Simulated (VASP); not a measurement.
Input of a VASP 6.6.1 run:

Contents of INCAR:

```
SYSTEM = ZrS2
PREC = Accurate ; ENCUT = 500
EDIFF = 1E-6 ; ISMEAR = -1
SIGMA = 0.05 ; LREAL = .FALSE.
LASPH = .TRUE. ; NELM = 120
ALGO = Normal ; ISIF = 2
LWAVE = .FALSE. ; LCHARG = .FALSE.
GGA = PE ; NBANDS = 19
GGA_COMPAT = .FALSE.
```

File KPOINTS:

```
regular mesh
0
G
  6 6 4
  0 0 0
```

The input POSCAR:

```
ZrS2
1.0
    3.6062113505      0.0000000000      0.0000000000
   -1.8031056752      3.1230706409      0.0000000000
    0.0000000000      0.0000000000      5.5686641970
Zr S
1 2
Direct
    0.0000000000      0.0000000000      0.0000000000
    0.6666666667      0.3333333333      0.7371730552
    0.3333333333      0.6666666667      0.2628269448
```

Potentials or basis: VASP PAW PBE potentials, release 64 (Zr_sv, S).

The run is started by

```sh
$ cat potpaw_PBE.64/Zr_sv/POTCAR potpaw_PBE.64/S/POTCAR > POTCAR
$ mpirun -np 1 vasp_std > vasp.out
```

(1) Predict the band gap on the k mesh.

(2) What does it give for the pressure?

(3) What does it give for the largest force?

## Answers

(1) 0.44 eV (least direct gap 1.28 eV).

(2) 5.0 GPa.

(3) 0.005 eV/Å.

Caveat: the cell stands under pressure.
